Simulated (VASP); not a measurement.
AlRu:

```
CELL_PARAMETERS angstrom
3.14770 0.00000 0.00000
0.00000 3.14770 0.00000
0.00000 0.00000 3.14770
ATOMIC_POSITIONS crystal
Al 0.50000 0.50000 0.50000
Ru 0.00000 0.00000 0.00000
```

```yaml
Program: VASP 6.6.1
Task: relaxation of cell and atoms
Functional: PBE
Potentials_or_basis: VASP PAW PBE potentials, release 64 (Al, Ru_pv)
Cutoff: 600 eV
k_mesh: 6 × 6 × 6
Occupations: gaussian, width 0.1 eV
Spin: no spin polarisation
```

At the start: pressure -21.0 GPa; volume 15.59 Å³/atom.

How do energy, volume and symmetry change on relaxing?

Over 4 steps the energy falls by 152.9 meV/atom and the volume is 13.55 Å³/atom (-13.1 %); space group Pm-3m (No. 221, to 0.05 Å).

Step by step:
```csv
step,energy change (eV),largest force (eV/Å),pressure (GPa),volume (Å³)
1,0.0000,0.0000,-21.03,31.19
2,0.2760,0.0000,51.02,22.83
3,-0.3053,0.0000,-1.36,27.25
4,-0.3059,0.0000,-0.07,27.10
```

Final structure:
```
Al Ru
1.0
     3.00382    0.00000    0.00000
     0.00000    3.00382    0.00000
     0.00000    0.00000    3.00382
Al Ru
1 1
Direct
  0.50000 0.50000 0.50000
  0.00000 0.00000 0.00000
```
